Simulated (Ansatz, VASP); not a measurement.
WC in VASP and in Ansatz

```
W C
1.0
     0.00000    2.19268    2.19268
     2.19268    0.00000    2.19268
     2.19268    2.19268    0.00000
W C
1 1
Direct
  0.08062 0.00000 0.00000
  0.50000 0.50000 0.50000
```

Change from the starting cell: all W atoms moved -0.250 Å, as atom 1 towards its neighbour atom 1 (W) at 3.101 Å.

Alike in both runs: task single point; functional r2SCAN; k mesh 18 × 18 × 18; occupations gaussian, width 0.15 eV; no spin polarisation.

|  | VASP | Ansatz |
| --- | --- | --- |
| version | VASP 6.6.1 | Ansatz 0.2.0 |
| potentials or method | VASP PAW PBE potentials, release 64 (W_sv, C), cutoff 520 eV | scalar-relativistic, plane waves, PAW |
| valence electrons in the cell | 18 | 18 |

```csv
,VASP,Ansatz,Ansatz less VASP
gap on the k mesh at the Fermi level (eV),none,none,-
pressure (GPa),6.4,4.6,-1.83
"traceless stress, the component that is largest in VASP (GPa)",-10.27,-9.98,+0.291
rms of the force components (eV/Å),1.073,1.058,-0.0152
```

VASP's potentials were made for PBE, not for r2SCAN. Atom by atom the forces differ by 0.015 eV/Å (rms over components). A gap of «none» marks a metal or a gap that the smearing closes.

Neither program's run includes spin-orbit coupling.
